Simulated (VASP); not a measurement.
Crystal: AlNi.

```xyz
2
Lattice="2.8810 0.0000 0.0000 0.0000 2.8810 0.0000 0.0000 0.0000 2.8810" Properties=species:S:1:pos:R:3 pbc="T T T"
Al    0.0000    0.0000    0.0000
Ni    1.4405    1.4405    1.4405
```

* Program: VASP 6.6.1
* Task: relaxation of cell and atoms
* Functional: PBEsol
* Potentials or basis: VASP PAW PBE potentials, release 64 (Al, Ni)
* Cutoff: 600 eV
* k mesh: 14 × 14 × 14
* Occupations: tetrahedron
* Spin: no spin polarisation

At the start: pressure -3.2 GPa; volume 11.96 Å³/atom.

Q: Where does the relaxation end?

A: Over 9 steps the energy falls by 2.3 meV/atom and the volume is 11.72 Å³/atom (-1.9 %); space group Pm-3m (No. 221, to 0.05 Å).

The path:
```
step  energy change (eV)  largest force (eV/Å)  pressure (GPa)  volume (Å³)
   1              0.0000                0.0000           -3.18        23.91
   2             -0.0016                0.0000            2.77        23.10
   3             -0.0046                0.0000           -0.04        23.46
   4             -0.0046                0.0000           -0.03        23.45
   5             -0.0045                0.0000            0.25        23.42
   6             -0.0046                0.0000            0.12        23.44
   7             -0.0046                0.0000           -0.08        23.47
   8             -0.0046                0.0000           -0.10        23.46
   9             -0.0046                0.0000           -0.01        23.45
```

Final structure:
```xyz
2
Lattice="2.8623 0.0000 0.0000 0.0000 2.8623 0.0000 0.0000 0.0000 2.8623" Properties=species:S:1:pos:R:3 pbc="T T T"
Al    0.0000    0.0000    0.0000
Ni    1.4311    1.4311    1.4311
```

Caveat: the PAW data sets were made with another functional, which shifts forces and pressure a little; tetrahedron occupations give inexact forces and stress in metals.
